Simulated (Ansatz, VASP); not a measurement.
# Two plane-wave programs on Zr

```xyz
1
Lattice="0.0000 2.2652 2.2652 2.2652 0.0000 2.2652 2.2652 2.2652 0.0000" Properties=species:S:1:pos:R:3 pbc="T T T"
Zr    0.0000    0.0000    0.0000
```

Alike in both runs: task single point; functional PBE; k mesh 8 × 8 × 8; occupations gaussian, width 0.05 eV; no spin polarisation.

|  | VASP | Ansatz |
| --- | --- | --- |
| version | VASP 6.6.1 | Ansatz 0.2.0 |
| potentials or method | VASP PAW PBE potentials, release 64 (Zr_sv), cutoff 520 eV | scalar-relativistic, plane waves, PAW |
| valence electrons in the cell | 12 | 12 |

```tsv
	VASP	Ansatz	Ansatz less VASP
gap on the k mesh at the Fermi level (eV)	none	none	-
pressure (GPa)	-0.7	-0.7	-0.01
```

A gap of «none» marks a metal or a gap that the smearing closes.
